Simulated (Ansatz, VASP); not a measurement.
**CoO in VASP and in Ansatz**

File INCAR:

```
PREC = Accurate
ENCUT = 520
EDIFF = 1E-7
ISMEAR = -1
SIGMA = 0.05
LREAL = False
LASPH = True
NELM = 150
ALGO = Normal
ISIF = 2
LWAVE = False
LCHARG = False
ISPIN = 2
MAGMOM = 2 0
LORBIT = 11
LMAXMIX = 4
GGA = CA
NBANDS = 18
```

Contents of KPOINTS:

```
regular mesh
0
Gamma
  10 10 10
```

POSCAR

```
CoO
1.0
    1.5914663644      0.9188335339      2.5492457344
   -1.5914663644      0.9188335339      2.5492457344
    0.0000000000     -1.8376670678      2.5492457344
Co O
1 1
Direct
    0.9989783200      0.9989783200      0.9989783200
    0.7510210300      0.7510210300      0.7510210300
```

The input input.yaml:

```yaml
crystal:
  lattice:
    - [1.5914663644, 0.9188335339, 2.5492457344]
    - [-1.5914663644, 0.9188335339, 2.5492457344]
    - [0.0, -1.8376670678, 2.5492457344]
  atoms:
    - { symbol: Co, position: [0.99897832, 0.99897832, 0.99897832], spin: 2.0 }
    - { symbol: O, position: [0.75102103, 0.75102103, 0.75102103] }
hamiltonian:
  xc: lda
  pseudopotentials: { kind: paw }
magnetization:
  spin_polarized: true
kpoints:
  mp_grid: { grid: [10, 10, 10] }
scf:
  occupations: { method: fermi_dirac, width: 0.05 }
output:
  forces: true
  stress: true
  eigenvalues: true
```

Alike in both runs: task single point; functional LDA; k mesh 10 × 10 × 10; occupations fermi-dirac, width 0.05 eV; collinear spin.

```csv
,VASP,Ansatz
version,VASP 6.6.1,Ansatz 0.2.0
potentials or method,"VASP PAW LDA potentials, release 64 (Co, O)",Ansatz PAW
plane-wave cutoff (eV),520,420
valence electrons in the cell,15,23
```

```csv
,VASP,Ansatz,Ansatz less VASP
gap on the k mesh at the Fermi level (eV),none,none,-
pressure (GPa),-16.9,-14.4,+2.50
"traceless stress, the component that is largest in VASP (GPa)",2.91,3.13,+0.219
rms of the force components (eV/Å),0.128,0.125,-0.0026
net moment per atom (μB),1.10,1.25,+0.153
size of the moment on the site where the two differ most (μB),1.91,2.00,+0.091
```

The net moments are unlike, so the other rows may belong to different states. LDA's correlation is that of Perdew and Zunger in VASP and of Perdew and Wang (1992) in Ansatz. Site moments also hang on the region over which each program counts them. Atom by atom the forces differ by 0.003 eV/Å (rms over components). A gap of «none» marks a metal or a gap that the smearing closes. VASP's potentials hold 15 valence electrons a cell and Ansatz's 23, so a difference there can come from the potentials and not from the codes.
